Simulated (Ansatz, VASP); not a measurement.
Two plane-wave programs on InAs

INCAR

```
ALGO = Normal ; EDIFF = 1E-6
ENCUT = 520 ; GGA = PE
ISIF = 2 ; ISMEAR = 0
LASPH = True ; LCHARG = True
LELF = True ; LREAL = False
LVHAR = True ; LWAVE = False
NBANDS = 16 ; NELM = 80
PREC = Accurate ; SIGMA = 0.15
```

Contents of KPOINTS:

```
k-points
0
Gamma
  18 18 18
```

File POSCAR:

```
InAs
1.0
    0.0000000000      3.1357599902      3.0103295906
    3.1357599902      0.0000000000      3.0103295906
    3.1357599902      3.1357599902      0.0000000000
In As
1 1
Direct
    0.0000000000      0.0000000000      0.0000000000
    0.7500000000      0.7500000000      0.7500000000
```

Input for Ansatz:

```yaml
crystal:
  lattice:
    - [0.0, 3.1357599902, 3.0103295906]
    - [3.1357599902, 0.0, 3.0103295906]
    - [3.1357599902, 3.1357599902, 0.0]
  atoms:
    - { symbol: In, position: [0.0, 0.0, 0.0] }
    - { symbol: As, position: [0.75, 0.75, 0.75] }
basis:
  ecutwfc: 420
kpoints:
  mp_grid: { grid: [18, 18, 18] }
hamiltonian:
  xc: pbe
scf:
  occupations: { method: gaussian, width: 0.15 }
output:
  forces: true
  stress: true
  eigenvalues: true
```

Alike in both runs: task single point; functional PBE; k mesh 18 × 18 × 18; occupations gaussian, width 0.15 eV; no spin polarisation.

|  | VASP | Ansatz |
| --- | --- | --- |
| version | VASP 6.6.1 | Ansatz 0.2.0 |
| potentials or method | VASP PAW PBE potentials, release 64 (In_d, As), cutoff 520 eV | scalar-relativistic, plane waves, PAW |
| valence electrons in the cell | 18 | 28 |

```csv
,VASP,Ansatz,Ansatz less VASP
pressure (GPa),0.0,0.0,-0.04
"traceless stress, the component that is largest in VASP (GPa)",0.84,0.84,+0.001
```

VASP's potentials hold 18 valence electrons a cell and Ansatz's 28, so a difference there can come from the potentials and not from the codes.
